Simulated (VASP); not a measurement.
Wanted: the native input for a VASP 6.6.1 run.

```
Task                   : single point
Functional             : PBE
Potentials or basis    : VASP PAW PBE potentials, release 64 (Al, H)
Cutoff                 : 520 eV
k mesh                 : 8 × 6 × 2
Occupations            : gaussian, width 0.2 eV
Spin                   : no spin polarisation
Dipole correction      : no
Further INCAR settings : ALGO = Normal; EDIFF = 1e-07; NBANDS = 26
```

The structure of Al2H lies in POSCAR:

```
Al2H
1.0
    0.0070758576      0.0016430149      2.7115212334
    4.9530149639     -0.0009307125      0.0011694157
    0.0038290474     11.5622516022     -0.0024323171
Al H
8 4
Direct
   -0.0000405502      0.1668040490      0.3398505530
   -0.0000855164      0.1668702821      0.8398455886
   -0.0000411938      0.6661251666      0.1392839114
    0.0004489858      0.6662271896      0.6392869563
    0.4998471656      0.1661137518      0.1107179409
    0.4996653904      0.1661996531      0.6107105375
    0.5001155185      0.6668514232      0.4101502842
    0.4998917439      0.6669047208      0.9101472781
   -0.0002824058      0.1670114748      0.5008959680
    0.0000613026      0.1670453562      0.0008991991
    0.4999174771      0.6669153361      0.2491044696
    0.5005020825      0.6669315965      0.7491073132
```

The input as run:

INCAR

```
  PREC = Accurate
  ENCUT = 520
  EDIFF = 1E-7
  ISMEAR = 0
  SIGMA = 0.2
  LREAL = F
  LASPH = T
  NELM = 100
  ALGO = Normal
  ISIF = 2
  LWAVE = F
  LCHARG = F
  GGA = PE
  NBANDS = 26
```

KPOINTS

```
Automatic mesh
0
Gamma
  8 6 2
```

Potentials or basis: VASP PAW PBE potentials, release 64 (Al, H).

Run with:

```console
$ cat potpaw_PBE.64/Al/POTCAR potpaw_PBE.64/H/POTCAR > POTCAR
$ mpirun -np 1 vasp_std > vasp.out
```

It gave:

```json
{
 "Pressure": "-0.1 GPa",
 "Band gap on the k mesh": "zero (bands 14 and 15 overlap by 3.16 eV)"
}
```

Wall time 5.7 min on 1 thread of Intel Xeon 8259CL, with other jobs on the host, peak memory 0.34 GiB.
